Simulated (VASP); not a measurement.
Runs of VASP 6.6.1 on As. The structure is that of space group P6_3/mmc (No. 194), or close to it. The cells are those of the table. 

```csv
task,cell,k mesh,gap on the mesh (eV),pressure (GPa)
single point,"a = 4.452, b = 4.452, c = 5.629 Å, angles 90.0, 90.0, 120.0°, 4 atoms",6 × 6 × 4,none,(a)
single point,"a = 3.306, b = 3.306, c = 9.004 Å, angles 90.0, 90.0, 120.0°, 4 atoms",6 × 6 × 2,none,104.6
single point,"a = 4.426, b = 4.426, c = 5.880 Å, angles 90.0, 90.0, 120.0°, 4 atoms",6 × 6 × 2,none,0.1
relaxation of cell and atoms,"relaxed from a = 3.306, b = 3.306, c = 9.004 Å, angles 90.0, 90.0, 120.0°, 4 atoms",6 × 6 × 2,none,0.1
```

Alike in all rows: level PBE; potentials or basis VASP PAW PBE potentials, release 64 (As); no spin polarisation; cutoff (eV) 500; smearing gaussian 0.1 eV.

Question: Estimate the missing entries.

Answer: (a) 0.0.

Caveats: some runs use coarse meshes; this functional lacks dispersion, which binds the layers, so the pressure and a relaxed spacing across them are unreliable (some runs).

A k mesh can miss the band edges, and the runs leave out spin-orbit coupling on As.

A gap of «none» marks levels without a gap at the run's occupations.
